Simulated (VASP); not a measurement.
Write the native input for VASP 6.6.1 that does the following.

```yaml
Task: single point
Functional: PBE
Potentials_or_basis: VASP PAW PBE potentials, release 64 (Sn_d, Te)
Cutoff: 520 eV
k_mesh: 12 × 12 × 12
Occupations: fermi-dirac, width 0.08 eV
Spin: no spin polarisation
Dipole_correction: no
Further_INCAR_settings: ALGO = Normal; EDIFF = 1e-06; NBANDS = 17
```

The structure of SnTe (zincblende type) lies in POSCAR:

```
SnTe
1.0
    0.0000000000      2.9547017722      2.9547017722
    2.9547017722      0.0000000000      2.9547017722
    2.9547017722      2.9547017722      0.0000000000
Sn Te
1 1
Direct
    0.0000000000      0.0000000000      0.0000000000
    0.2500000000      0.2500000000      0.2500000000
```

These files were run (other wordings do the same):

INCAR

```
ALGO = Normal ; EDIFF = 1E-6
ENCUT = 520 ; GGA = PE
ISIF = 2 ; ISMEAR = -1
LASPH = True ; LCHARG = True
LELF = True ; LREAL = False
LVHAR = True ; LWAVE = False
NBANDS = 17 ; NELM = 100
PREC = Accurate ; SIGMA = 0.08
```

KPOINTS

```
k-points
0
Gamma
  12 12 12
```

Potentials or basis: VASP PAW PBE potentials, release 64 (Sn_d, Te).

The run is started by

```console
$ cat potpaw_PBE.64/Sn_d/POTCAR potpaw_PBE.64/Te/POTCAR > POTCAR
$ mpirun -np 1 vasp_std > vasp.out
```

Results of the run:

| Quantity | Value |
| --- | --- |
| Pressure | 45.3 GPa |
| Band gap on the k mesh | zero (bands 10 and 11 overlap by 2.70 eV) |

Caveat: the cell stands under pressure; spin-orbit coupling is left out, which moves the levels of the heavy elements.

Wall time 60 s on 1 thread of AMD EPYC 7R13, with other jobs on the host, peak memory 0.19 GiB.
